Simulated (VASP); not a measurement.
LiH3:

```
Li H
1.0
     2.82320    0.00000    0.00000
    -1.41160    2.44496    0.00000
     0.00000    0.00000    4.93893
Li H
1 3
Direct
  0.00000 0.00000 0.50000
  0.00000 0.00000 0.80263
  0.00000 0.00000 0.19737
  0.00000 0.00000 0.00000
```

The cell was built from a structure type or drawn by symmetry, and may not be a known phase.

* Program: VASP 6.6.1
* Task: relaxation of cell and atoms
* Functional: PBE
* Potentials or basis: VASP PAW PBE potentials, release 64 (Li_sv, H)
* Cutoff: 600 eV
* k mesh: 6 × 6 × 4
* Occupations: gaussian, width 0.1 eV
* Spin: no spin polarisation

At the start: pressure 8.7 GPa; volume 8.52 Å³/atom.

Task: How do energy, volume and symmetry change on relaxing?

Result: Over 13 steps the energy falls by 102.8 meV/atom and the volume is 13.63 Å³/atom (+59.9 %); space group P6/mmm (No. 191, to 0.1 Å) before and after.

The path:
| step | energy change (eV) | largest force (eV/Å) | pressure (GPa) | volume (Å³) |
| --- | --- | --- | --- | --- |
| 1 | 0.0000 | 0.6944 | 8.70 | 34.09 |
| 2 | -0.1411 | 0.1607 | 5.53 | 36.42 |
| 3 | -0.1938 | 0.1937 | 3.24 | 38.73 |
| 4 | -0.1976 | 0.2828 | 2.64 | 39.49 |
| 5 | -0.2474 | 0.1405 | 1.91 | 41.35 |
| 6 | -0.3423 | 0.3062 | 0.11 | 47.22 |
| 7 | -0.2848 | 1.0928 | -2.57 | 60.30 |
| 8 | -0.3587 | 0.5950 | -0.92 | 51.43 |
| 9 | -0.3945 | 0.3836 | -0.55 | 53.02 |
| 10 | -0.4103 | 0.0677 | -0.08 | 55.10 |
| 11 | -0.4104 | 0.0943 | -0.11 | 54.94 |
| 12 | -0.4110 | 0.0520 | -0.08 | 54.75 |
| 13 | -0.4112 | 0.0012 | -0.03 | 54.52 |

Final structure:
```yaml
crystal:
  lattice:
    - [3.43638, 0.00000, 0.00000]
    - [-1.71819, 2.97599, 0.00000]
    - [0.00000, 0.00000, 5.33073]
  atoms:
    - { symbol: Li, position: [0.00000, 0.00000, 0.50000] }
    - { symbol: H, position: [0.00000, 0.00000, 0.81362] }
    - { symbol: H, position: [0.00000, 0.00000, 0.18638] }
    - { symbol: H, position: [0.00000, 0.00000, 0.00000] }
```

Caveat: the k points lie up to 0.35 Å⁻¹ apart in the final cell; the cutoff is under 1.25 times the usual one of these potentials, so pressure, stress and relaxed cells hold a basis-set (Pulay) error; the volume moved by over 15 % at a fixed basis, so the end points are rough.
